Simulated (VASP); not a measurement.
A run of VASP 6.6.1 is set up as follows.

File INCAR:

```
SYSTEM = Sr2Hf2W
PREC     = Accurate       ! precision mode
ENCUT    = 600            ! plane-wave cutoff, eV
EDIFF    = 1E-6           ! SCF threshold, eV
ISMEAR   = 0              ! smearing method
SIGMA    = 0.1            ! smearing width, eV
LREAL    = .FALSE.        ! projectors in reciprocal space
LASPH    = .TRUE.         ! aspherical terms in the spheres
NELM     = 100            ! most SCF steps
ALGO     = Normal         ! electronic algorithm
ISIF     = 3              ! what is computed and relaxed
LWAVE    = .FALSE.        ! write WAVECAR
LCHARG   = .FALSE.        ! write CHGCAR
GGA      = PE             ! functional
IBRION   = 2              ! ionic algorithm
NSW      = 90             ! ionic steps
EDIFFG   = -0.04          ! ionic threshold
```

KPOINTS

```
regular mesh
0
G
  6 6 2
  0 0 0
```

POSCAR

```
Sr2Hf2W
1.0
    3.8024070100      0.0000000000      0.0000000000
   -1.9012035100      3.2929810700      0.0000000000
    0.0000000000      0.0000000000     13.9124636500
Sr Hf W
2 2 1
Direct
    0.0000000000      0.0000000000      0.0000000000
    0.3333333300      0.6666666700      0.7425816400
    0.0000000000      0.0000000000      0.3515622600
    0.6666666700      0.3333333300      0.5254846100
    0.3333333300      0.6666666700      0.1983684800
```

Potentials or basis: VASP PAW PBE potentials, release 64 (Sr_sv, Hf_pv, W_sv).

Launch:

```console
$ cat potpaw_PBE.64/Sr_sv/POTCAR potpaw_PBE.64/Hf_pv/POTCAR potpaw_PBE.64/W_sv/POTCAR > POTCAR
$ mpirun -np 1 vasp_std > vasp.out
```

Task: Estimate the band gap on the k mesh.

Result: Zero (bands 27 and 28 overlap by 0.16 eV).

Task: Estimate the relaxed volume.

Result: 27.61 Å³/atom.

Task: Predict the relaxed cell.

Result: a = 3.418 Å, b = 3.418 Å, c = 13.646 Å, α = 90.00°, β = 90.00°, γ = 120.00°.

Step by step:
```
step  energy change (eV)  largest force (eV/Å)  pressure (GPa)  volume (Å³)
   1              0.0000                1.8618           -9.38       174.20
   2             -1.3651                1.2567            5.22       127.66
   3             -1.5129                0.5937            0.29       136.68
   4             -1.6181                0.4065            0.48       135.91
   5             -1.6543                0.2545            0.77       135.00
   6             -1.6601                0.2304           -0.60       137.85
   7             -1.6617                0.2298           -0.19       136.93
   8             -1.6679                0.1714           -0.13       137.15
   9             -1.6724                0.0602           -0.01       137.60
  10             -1.6750                0.0287            0.10       137.68
  11             -1.6753                0.0624            0.13       137.72
  12             -1.6752                0.0867           -0.19       138.47
  13             -1.6756                0.0374           -0.03       138.05
```

Caveat: the volume moved by over 15 % at a fixed basis, so the end points are rough; spin-orbit coupling is left out, which moves the levels of the heavy elements.
